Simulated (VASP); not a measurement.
A run of VASP 6.6.1 is set up as follows.

File POSCAR:

```
MgO
1.0
    0.0000000000      2.1351500000      2.1351500000
    2.1351500000      0.0000000000      2.1351500000
    2.1351500000      2.1351500000      0.0000000000
Mg O
1 1
Direct
    0.0000000000      0.0000000000      0.0000000000
    0.5000000000      0.4531648830      0.5000000000
```

Contents of INCAR.step1:

```
PREC     = Accurate       # precision mode
ENCUT    = 520            # plane-wave cutoff, eV
ISMEAR   = 0              # smearing method
SIGMA    = 0.05           # smearing width, eV
LREAL    = F              # projectors in reciprocal space
LASPH    = T              # aspherical terms in the spheres
NELM     = 100            # most SCF steps
NBANDS   = 11             # bands
GGA      = PE             # functional
ALGO     = Normal         # electronic algorithm
EDIFF    = 1E-4           # SCF threshold, eV
LWAVE    = T              # write WAVECAR
LCHARG   = F              # write CHGCAR
```

File INCAR.step2:

```
PREC     = Accurate       # precision mode
ENCUT    = 520            # plane-wave cutoff, eV
EDIFF    = 1E-6           # SCF threshold, eV
ISMEAR   = 0              # smearing method
SIGMA    = 0.05           # smearing width, eV
LREAL    = F              # projectors in reciprocal space
LASPH    = T              # aspherical terms in the spheres
NELM     = 100            # most SCF steps
ALGO     = Normal         # electronic algorithm
ISIF     = 2              # what is computed and relaxed
LWAVE    = F              # write WAVECAR
LCHARG   = F              # write CHGCAR
METAGGA  = R2SCAN         # meta-GGA
LMIXTAU  = T            
NBANDS   = 11             # bands
ISTART   = 1
```

File KPOINTS:

```
Automatic mesh
0
Gamma
  10 10 10
```

Potentials or basis: VASP PAW PBE potentials, release 64 (Mg, O).

The run is started by

```sh
$ cat potpaw_PBE.64/Mg/POTCAR potpaw_PBE.64/O/POTCAR > POTCAR
$ cp INCAR.step1 INCAR
$ mpirun -np 1 vasp_std > vasp.out
$ cp INCAR.step2 INCAR
$ mpirun -np 1 vasp_std > vasp.out
```

Estimate the pressure.

-6.4 GPa.

Predict the largest force.

0.655 eV/Å.

Stress tensor (GPa, compression positive):
```
-5.41  0.00 -0.40
 0.00 -8.51  0.00
-0.40  0.00 -5.41
```

Caveat: the cell differs from its parent crystal (atom 2 (O) moved by (-0.100, -0.100) A along x and z); the PAW data sets were made with another functional, which shifts forces and pressure a little.
